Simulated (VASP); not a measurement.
Here is a VASP 6.6.1 calculation.

File INCAR:

```
PREC = Accurate
ENCUT = 520
EDIFF = 1E-6
ISMEAR = -1
SIGMA = 0.05
LREAL = Auto
LASPH = T
NELM = 150
ALGO = Normal
ISIF = 2
LWAVE = F
LCHARG = T
ISPIN = 2
MAGMOM = 0 0 0 0 1.5 1.5 0 0 0 0 0 0 0 0 0 0 0 0
LORBIT = 11
LMAXMIX = 4
GGA = CA
LELF = T
LVHAR = T
NBANDS = 87
```

KPOINTS

```
regular mesh
0
Gamma
  2 2 1
```

Contents of POSCAR:

```
LiCaVF6
1.0
    5.2610980000      0.0000000000      0.0000000000
   -2.6305490000      4.5562440000      0.0000000000
    0.0000000000      0.0000000000      9.9954350000
Li Ca V F
2 2 2 12
Direct
    0.3162005168      0.7509694389      0.7326144385
    0.5781649413      0.2497890807      0.2083751232
   -0.0337087292     -0.0704966635      0.4864020425
   -0.0007406255      0.0176022180      0.0031114204
    0.6332779062      0.3312377476      0.7596867970
    0.3466940507      0.6890544053      0.2503442822
    0.6731898616      0.0684335606      0.6471054036
    0.3872734150      0.9852633002      0.3607746936
    0.9850609783      0.6275124862      0.6661440948
    0.6554117178      0.6602368091      0.8456360328
    0.0303872238      0.4272378740      0.3770321152
    0.2856735154      0.3213611914      0.1592026760
    0.3510261061      0.2815696438      0.6295373838
    0.9609580568      0.3508372247      0.8944483157
    0.6825528374      0.6700036258      0.2834193809
    0.0923946153      0.7374495308      0.1323003951
    0.3671482456      0.0133443248      0.8784510129
    0.6634655490      0.9975321778      0.1240266182
```

Potentials or basis: VASP PAW LDA potentials, release 64 (Li_sv, Ca_sv, V_sv, F).

Run with:

```sh
$ cat potpaw_LDA.64/Li_sv/POTCAR potpaw_LDA.64/Ca_sv/POTCAR potpaw_LDA.64/V_sv/POTCAR potpaw_LDA.64/F/POTCAR > POTCAR
$ mpirun -np 1 vasp_std > vasp.out
```

**Question.** Predict the site moments.

**Answer.** Li +0.00; Ca +0.01, +0.00; V +1.80, +1.81; F +0.01, +0.02, -0.00, +0.00 (each value once) μB.

**Question.** Predict the band gap on the k mesh.

**Answer.** Zero (filled and empty bands touch).

Forces in eV/Å, atoms in the order of the input:
```
Li   1.044 -0.142  0.967
Li   0.065  0.787  0.158
Ca   0.307  0.569  0.217
Ca   0.242 -0.248 -0.930
V    1.777  0.599  1.687
V   -0.390 -2.048 -1.738
F    0.651 -1.267 -0.461
F   -0.662  1.143  0.910
F   -1.159  0.316 -1.333
F   -0.290 -0.162  0.142
F    0.722  0.131 -0.324
F   -0.284  0.286 -0.213
F   -0.724  0.009 -0.399
F   -1.005  0.174 -1.235
F    0.708  0.183  2.015
F    0.594 -0.549  0.489
F   -0.279  0.517 -0.882
F   -1.316 -0.296  0.931
```

Caveat: the k points lie up to 0.69 Å⁻¹ apart; semilocal functionals often make such compounds metallic where correlation or magnetic order opens a gap, which also shifts bond lengths; forces of over 1 eV/Å act on the atoms, so gaps and moduli don't describe the material at rest. With open d or f shells a metallic result of LDA can be an artefact of self-interaction; +U or a hybrid may open a gap.
